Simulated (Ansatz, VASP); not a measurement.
Co in VASP and in Ansatz

The input INCAR:

```
SYSTEM = Co
PREC = Accurate
ENCUT = 520
EDIFF = 1E-7
ISMEAR = -1
SIGMA = 0.05
LREAL = .FALSE.
LASPH = .TRUE.
NELM = 150
ALGO = Normal
ISIF = 2
LWAVE = .FALSE.
LCHARG = .FALSE.
ISPIN = 2
MAGMOM = 1 1
LORBIT = 11
NUPDOWN = 2.0
LMAXMIX = 4
GGA = PE
NBANDS = 20
```

Contents of KPOINTS:

```
Automatic mesh
0
G
  10 10 6
  0 0 0
```

File POSCAR:

```
Co
1.0
    2.4873648738      0.0000000000      0.0000000000
   -1.2436824369      2.1541211692      0.0000000000
    0.0000000000      0.0000000000      4.0632895034
Co
2
Direct
    0.3333333333      0.6666666667      0.7401390000
    0.6666666667      0.3333333333      0.2598610000
```

File input.yaml:

```yaml
crystal:
  lattice:
    - [2.4873648738, 0.0, 0.0]
    - [-1.2436824369, 2.1541211692, 0.0]
    - [0.0, 0.0, 4.0632895034]
  atoms:
    - { symbol: Co, position: [0.3333333333, 0.6666666667, 0.740139], spin: 1.0 }
    - { symbol: Co, position: [0.6666666667, 0.3333333333, 0.259861], spin: 1.0 }
hamiltonian:
  xc: pbe
  pseudopotentials: { kind: paw }
magnetization:
  spin_polarized: true
  initial_magnetization: 2.0
  spin_locking: { lock_magnetization: hard }
kpoints:
  mp_grid: { grid: [10, 10, 6] }
scf:
  occupations: { method: fermi_dirac, width: 0.05 }
  lower_state_search: "off"
output:
  forces: true
  stress: true
  eigenvalues: true
```

Alike in both runs: task single point; functional PBE; k mesh 10 × 10 × 6; occupations fermi-dirac, width 0.05 eV; collinear spin; fixed moment 2 μB.

|  | VASP | Ansatz |
| --- | --- | --- |
| version | VASP 6.6.1 | Ansatz 0.2.0 |
| potentials or method | VASP PAW PBE potentials, release 64 (Co) | Ansatz PAW |
| plane-wave cutoff (eV) | 520 | 420 |
| valence electrons in the cell | 18 | 34 |

|  | VASP | Ansatz | Ansatz less VASP |
| --- | --- | --- | --- |
| pressure (GPa) | -7.2 | -6.8 | +0.49 |
| traceless stress, the component that is largest in VASP (GPa) | -2.16 | -2.19 | -0.026 |
| rms of the force components (eV/Å) | 0.347 | 0.360 | +0.0125 |
| net moment per atom (μB) | 1.00 | 1.00 | 0.000 |
| size of the moment on the site where the two differ most (μB) | 1.02 | 1.06 | +0.044 |

Site moments also hang on the region over which each program counts them. Atom by atom the forces differ by 0.012 eV/Å (rms over components). The functional is the same, so the differences come from potentials, cutoffs and numerics. VASP's potentials hold 18 valence electrons a cell and Ansatz's 34, so a difference there can come from the potentials and not from the codes.
